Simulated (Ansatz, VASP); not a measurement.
## PdRhF3 in VASP and in Ansatz

The input INCAR:

```
SYSTEM = PdRhF3
ALGO = Normal ; EDIFF = 1E-6
ENCUT = 520 ; GGA = PE
ISIF = 2 ; ISMEAR = 0
ISPIN = 2 ; LASPH = .True.
LCHARG = .False. ; LMAXMIX = 4
LORBIT = 11 ; LREAL = .False.
LWAVE = .False. ; MAGMOM = 0.22 1.04 0.12 0.12 0
NBANDS = 35 ; NELM = 150
PREC = Accurate ; SIGMA = 0.1
```

KPOINTS

```
k-points
0
Gamma
  10 10 4
  0 0 0
```

File POSCAR:

```
PdRhF3
1.0
    3.1112806209      0.0000000000      0.0000000000
    0.0000000000      3.1112806209      0.0000000000
    0.0000000000      0.0000000000      8.2036477355
Pd Rh F
1 1 3
Direct
    0.0000000000      0.0000000000      0.5000000000
    0.0000000000      0.0000000000      0.0000000000
    0.0000000000      0.0000000000      0.2357725109
    0.0000000000      0.0000000000      0.7642274891
    0.5000000000      0.5000000000      0.5000000000
```

Input for Ansatz:

```yaml
crystal:
  lattice:
    - [3.1112806209, 0.0, 0.0]
    - [0.0, 3.1112806209, 0.0]
    - [0.0, 0.0, 8.2036477355]
  atoms:
    - { symbol: Pd, position: [0.0, 0.0, 0.5], spin: 0.22 }
    - { symbol: Rh, position: [0.0, 0.0, 0.0], spin: 1.04 }
    - { symbol: F, position: [0.0, 0.0, 0.2357725109], spin: 0.12 }
    - { symbol: F, position: [0.0, 0.0, 0.7642274891], spin: 0.12 }
    - { symbol: F, position: [0.5, 0.5, 0.5] }
basis:
  ecutwfc: 420
kpoints:
  mp_grid: { grid: [10, 10, 4] }
  band_path:
    path:
      - [[0.0, 0.0, 0.0], [0.0, 0.5, 0.0], [0.5, 0.5, 0.0], [0.0, 0.0, 0.0], [0.0, 0.0, 0.5], [0.0, 0.5, 0.5], [0.5, 0.5, 0.5], [0.0, 0.0, 0.5]]
      - [[0.0, 0.5, 0.0], [0.0, 0.5, 0.5]]
      - [[0.5, 0.5, 0.0], [0.5, 0.5, 0.5]]
    npoints: 14
hamiltonian:
  xc: pbe
scf:
  occupations: { method: gaussian, width: 0.1 }
  n_extra_bands: 12
output:
  forces: true
  stress: true
  eigenvalues: true
  populations: true
  dos: { projected: true, de: 0.02, nscf_kmesh: { grid: [12, 12, 5] } }
  bader: true
magnetization:
  spin_polarized: true
```

Alike in both runs: task single point; functional PBE; k mesh 10 × 10 × 4; occupations gaussian, width 0.1 eV; collinear spin.

```csv
,VASP,Ansatz
version,VASP 6.6.1,Ansatz 0.2.0
potentials or method,"VASP PAW PBE potentials, release 64 (Pd, Rh_pv, F), cutoff 520 eV","scalar-relativistic, plane waves, PAW"
valence electrons in the cell,46,56
```

Ansatz gave:

| Property | Result |
| --- | --- |
| gap on the k mesh at the Fermi level (eV) | none |
| pressure (GPa) | 0.0 |
| traceless stress, the component that is largest in VASP (GPa) | -0.02 |
| rms of the force components (eV/Å) | 0.001 |
| net moment per atom (μB) | 0.35 |
| size of the moment on the site where the two differ most (μB) | 0.95 |

Question: What did VASP give for the same quantities?

Answer: gap on the k mesh at the Fermi level (eV): none; pressure (GPa): -0.2; traceless stress, the component that is largest in VASP (GPa): 0.31; rms of the force components (eV/Å): 0.028; net moment per atom (μB): 0.34; size of the moment on the site where the two differ most (μB): 1.26.

Site moments also hang on the region over which each program counts them. Atom by atom the forces differ by 0.029 eV/Å (rms over components). A gap of «none» marks a metal or a gap that the smearing closes. VASP's potentials hold 46 valence electrons a cell and Ansatz's 56, so a difference there can come from the potentials and not from the codes.
